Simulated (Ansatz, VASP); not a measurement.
## Sn3TeW in VASP and in Ansatz

```
CELL_PARAMETERS angstrom
6.45615 0.00000 0.00000
-3.22807 5.59119 0.00000
0.00000 0.00000 4.98858
ATOMIC_POSITIONS crystal
Sn 0.50000 0.00000 0.00000
Sn 0.00000 0.50000 0.00000
Sn 0.50000 0.50000 0.00000
Te 0.00000 0.00000 0.00000
W 0.00000 0.00000 0.50000
```

Alike in both runs: task relaxation of cell and atoms; functional PBE; k mesh 6 × 6 × 8; occupations gaussian, width 0.1 eV; no spin polarisation.

|  | VASP | Ansatz |
| --- | --- | --- |
| version | VASP 6.6.1 | Ansatz 0.2.0 |
| potentials or method | VASP PAW PBE potentials, release 64 (Sn_d, Te, W_sv), cutoff 600 eV | scalar-relativistic, plane waves, PAW |
| valence electrons in the cell | 62 | 72 |

|  | VASP | Ansatz | Ansatz less VASP |
| --- | --- | --- | --- |
| gap on the k mesh at the Fermi level, each at its own relaxed structure (eV) | none | none | - |
| relaxed volume (Å³/atom) | 36.05 | 36.07 | +0.016 |
| relaxed length of the cell vector where the two differ most in proportion (Å) | 4.985 | 4.987 | +0.0018 |

A gap of «none» marks a metal or a gap that the smearing closes. VASP's potentials hold 62 valence electrons a cell and Ansatz's 72, so a difference there can come from the potentials and not from the codes.

Spin-orbit coupling is off throughout.
